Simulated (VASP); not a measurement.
A run of VASP 6.6.1:

The input POSCAR:

```
SnO2
1.0
    0.0000000000      2.5216015818      2.5216015818
    2.5216015818      0.0000000000      2.5216015818
    2.5216015818      2.5216015818      0.0000000000
Sn O
1 2
Direct
    0.0000000000      0.0000000000      0.0000000000
    0.7500000000      0.7500000000      0.7500000000
    0.2500000000      0.2500000000      0.2500000000
```

INCAR.step1

```
SYSTEM = SnO2
ALGO = Normal
EDIFF = 1E-5
ENCUT = 1480
GGA = PE
GGA_COMPAT = .FALSE.
ISMEAR = -1
LASPH = .TRUE.
LCHARG = .FALSE.
LREAL = .FALSE.
LWAVE = .TRUE.
NBANDS = 20
NELM = 120
PREC = Accurate
SIGMA = 0.05
```

INCAR.step2

```
SYSTEM = SnO2
ALGO = Normal
EDIFF = 1E-6
ENCUT = 1480
GGA_COMPAT = .FALSE.
ISIF = 2
ISMEAR = -1
ISTART = 1
LASPH = .TRUE.
LCHARG = .TRUE.
LELF = .TRUE.
LMIXTAU = .TRUE.
LREAL = .FALSE.
LVHAR = .TRUE.
LWAVE = .FALSE.
METAGGA = R2SCAN
NBANDS = 20
NELM = 120
PREC = Accurate
SIGMA = 0.05
```

Contents of KPOINTS:

```
k-points
0
G
  9 9 9
  0 0 0
```

Potentials or basis: VASP PAW PBE potentials, release 64 (Sn_d, O_h).

Command:

```console
$ cat potpaw_PBE.64/Sn_d/POTCAR potpaw_PBE.64/O_h/POTCAR > POTCAR
$ cp INCAR.step1 INCAR
$ mpirun -np 1 vasp_std > vasp.out
$ cp INCAR.step2 INCAR
$ mpirun -np 1 vasp_std > vasp.out
```

Hardware: 1 thread of Intel(R) Xeon(R) Platinum 8259CL CPU @ 2.50GHz (Skylake/Cascade Lake) (shared host).

**Question.** How long does it take, and how much memory?

**Answer.** It took 5.7 min on 1 thread of Intel(R) Xeon(R) Platinum 8259CL CPU @ 2.50GHz (Skylake/Cascade Lake), with other jobs on the host, peak memory 0.43 GiB. Counts: k points 35.
